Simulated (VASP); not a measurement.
Runs of VASP 6.6.1 on Cu. The structure is cubic, space group Fm-3m (No. 225). Conventional cell: a = 3.615 Å, b = 3.615 Å, c = 3.615 Å, α = 90.00°, β = 90.00°, γ = 90.00°. Within 3.4 Å of Cu (site symmetry m-3m) lie 12 Cu at 2.56 Å. 

```csv
level,gap on the mesh (eV),pressure (GPa)
PBE,none,2.3
BLYP,none,10.6
revPBE,none,5.9
PBEsol,none,(a)
```

Alike in all rows: task single point; potentials or basis VASP PAW PBE potentials, release 64 (Cu); no spin polarisation; cell as given; k mesh 13 × 13 × 13; cutoff (eV) 520; smearing fermi-dirac 0.15 eV.

Question: Estimate the missing entries.

Answer: (a) -5.8.

Caveats: the PAW data sets were made with another functional, which shifts forces and pressure a little (some runs).

A gap of «none» marks levels without a gap at the run's occupations.
